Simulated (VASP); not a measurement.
Yb, 2 atoms in the cell. It takes space group P6_3/mmc (No. 194, hexagonal). The conventional cell has a = 3.906 Å, b = 3.906 Å, c = 6.428 Å, α = 90.00°, β = 90.00°, γ = 120.00°. Within 5.1 Å of Yb (site symmetry -6m2) lie 12 Yb at 3.91 to 3.93 Å. This isn't the form of Yb at room conditions, which is fcc.

```yaml
Program: VASP 6.6.1
Task: single point
Functional: PBE
Potentials_or_basis: VASP PAW PBE potentials, release 64 (Yb)
Cutoff: 520 eV
k_mesh: 11 × 11 × 6
Occupations: fermi-dirac, width 0.03 eV
Spin: no spin polarisation
Dipole_correction: no
Further_INCAR_settings: ALGO = Normal; EDIFF = 1e-06; NBANDS = 31
```

Potentials or basis: VASP PAW PBE potentials, release 64 (Yb).

Command:

```console
$ cat potpaw_PBE.64/Yb/POTCAR > POTCAR
$ mpirun -np 1 vasp_std > vasp.out
```

Hardware: 1 thread of Intel Xeon 8259CL (shared host).

Task: Estimate the wall time of this run.

Result: It took 27 min on 1 thread of Intel Xeon 8259CL, with other jobs on the host, peak memory 0.3 GiB. Counts: scf iterations 35, k points 64.
